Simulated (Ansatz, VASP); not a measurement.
**NaLiCl2 in VASP and in Ansatz**

```xyz
4
Lattice="1.8916 1.0921 6.2476 -1.8916 1.0921 6.2476 0.0000 -2.1842 6.2476" Properties=species:S:1:pos:R:3 pbc="T T T"
Li    1.8916    1.0921    6.2476
Na    0.0000    0.0000    9.3715
Cl    0.0000    0.0000    4.8110
Cl    0.0000    0.0000   13.9319
```

Alike in both runs: task single point; functional r2SCAN; k mesh 8 × 8 × 8; no spin polarisation.

|  | VASP | Ansatz |
| --- | --- | --- |
| version | VASP 6.6.1 | Ansatz 0.2.0 |
| potentials or method | VASP PAW PBE potentials, release 64 (Li_sv, Na_pv, Cl) | plane waves, PAW |
| plane-wave cutoff (eV) | 520 | 500 |
| occupations | gaussian, width 0.01 eV | fixed |
| valence electrons in the cell | 24 | 26 |

Ansatz gave:

```
gap on the k mesh at the Fermi level (eV) : 6.43
rms of the force components (eV/Å)        : 0.001
```

Task: Estimate VASP's values.

Result: gap on the k mesh at the Fermi level (eV): 6.47; rms of the force components (eV/Å): 0.004.

VASP's potentials were made for PBE, not for r2SCAN. Atom by atom the forces differ by 0.003 eV/Å (rms over components). VASP's potentials hold 24 valence electrons a cell and Ansatz's 26, so a difference there can come from the potentials and not from the codes.

Noted on VASP's run: the cutoff is short for stress, so the pressure is rough.
